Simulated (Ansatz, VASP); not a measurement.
**Two plane-wave programs on BeTe6**

```xyz
7
Lattice="4.4345 0.0000 0.0000 0.0000 4.4345 0.0000 0.0000 0.0000 11.1581" Properties=species:S:1:pos:R:3 pbc="T T T"
Be    0.0000    0.0000    0.0000
Te    2.2172    0.0000    9.9363
Te    0.0000    2.2172    1.2219
Te    0.0000    0.0000    4.1313
Te    2.2172    2.2172    4.0606
Te    0.0000    0.0000    7.0268
Te    2.2172    2.2172    7.0975
```

Alike in both runs: functional PBE; k mesh 8 × 8 × 4; occupations gaussian, width 0.1 eV; no spin polarisation.

Ansatz relaxed the structure, and its values are those at the end. VASP's run is a single point on that final structure, the one shown.

|  | VASP | Ansatz |
| --- | --- | --- |
| version | VASP 6.6.1 | Ansatz 0.2.0 |
| potentials or method | VASP PAW PBE potentials, release 64 (Be, Te), cutoff 520 eV | scalar-relativistic, plane waves, PAW |
| valence electrons in the cell | 38 | 98 |

```csv
,VASP,Ansatz,Ansatz less VASP
gap on the k mesh at the Fermi level (eV),none,none,-
pressure (GPa),0.0,0.0,0.00
rms of the force components (eV/Å),0.005,0.001,-0.0040
```

A gap of «none» marks a metal or a gap that the smearing closes. VASP's potentials hold 38 valence electrons a cell and Ansatz's 98, so a difference there can come from the potentials and not from the codes.

Spin-orbit coupling is off throughout.
